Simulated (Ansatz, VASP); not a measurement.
## Pd in VASP and in Ansatz

POSCAR

```
Pd
1.0
    0.0000000000      1.9567730079      1.9567730079
    1.9567730079      0.0000000000      1.9567730079
    1.9567730079      1.9567730079      0.0000000000
Pd
1
Direct
    0.0000000000      0.0000000000      0.0000000000
```

File INCAR.step1:

```
  PREC = Accurate
  ENCUT = 520
  ISMEAR = 0
  SIGMA = 0.01
  LREAL = False
  LASPH = True
  NELM = 150
  ISPIN = 2
  MAGMOM = 0.436
  LMAXMIX = 4
  NBANDS = 15
  GGA = PE
  ALGO = Normal
  EDIFF = 1E-4
  LWAVE = True
  LCHARG = False
```

INCAR.step2

```
  PREC = Accurate
  ENCUT = 520
  EDIFF = 1E-6
  ISMEAR = 0
  SIGMA = 0.01
  LREAL = False
  LASPH = True
  NELM = 150
  ALGO = Normal
  ISIF = 2
  LWAVE = False
  LCHARG = False
  ISPIN = 2
  MAGMOM = 0.436
  LORBIT = 11
  LMAXMIX = 4
  METAGGA = R2SCAN
  LMIXTAU = True
  NBANDS = 15
  ISTART = 1
```

The input KPOINTS:

```
Automatic mesh
0
Gamma
  14 14 14
```

Input for Ansatz:

```yaml
crystal:
  lattice:
    - [0.0, 1.9567730079, 1.9567730079]
    - [1.9567730079, 0.0, 1.9567730079]
    - [1.9567730079, 1.9567730079, 0.0]
  atoms:
    - { symbol: Pd, position: [0.0, 0.0, 0.0], spin: 0.436 }
hamiltonian:
  xc: r2scan
  pseudopotentials:
    kind: paw
    azcp:
      Pd: "pseudopotentials/Pd.paw.azcp"
basis:
  ecutwfc: 500
  fft_grid_basis: typed
kpoints:
  mp_grid: { grid: [14, 14, 14], shift: [0, 0, 0] }
magnetization:
  spin_polarized: true
scf:
  occupations: { method: gaussian, width: 0.01 }
  lower_state_search: "off"
output:
  stress: true
  write_density: true
  write_potential: true
  elf: true
  volumetric_format: npy
```

Alike in both runs: task single point; functional r2SCAN; k mesh 14 × 14 × 14; occupations gaussian, width 0.01 eV; collinear spin.

```csv
,VASP,Ansatz
version,VASP 6.6.1,Ansatz 0.2.0
potentials or method,"VASP PAW PBE potentials, release 64 (Pd), cutoff 520 eV","plane waves (500 eV) with PAW, scalar-relativistic"
valence electrons in the cell,10,18
```

```tsv
	VASP	Ansatz	Ansatz less VASP
pressure (GPa)	0.6	0.0	-0.68
net moment per atom (μB)	0.48	0.48	0.000
size of the moment on the site where the two differ most (μB)	0.49	0.50	+0.010
```

VASP's potentials were made for PBE, not for r2SCAN. Site moments also hang on the region over which each program counts them. VASP's potentials hold 10 valence electrons a cell and Ansatz's 18, so a difference there can come from the potentials and not from the codes. Ansatz's warnings: stability check not made.
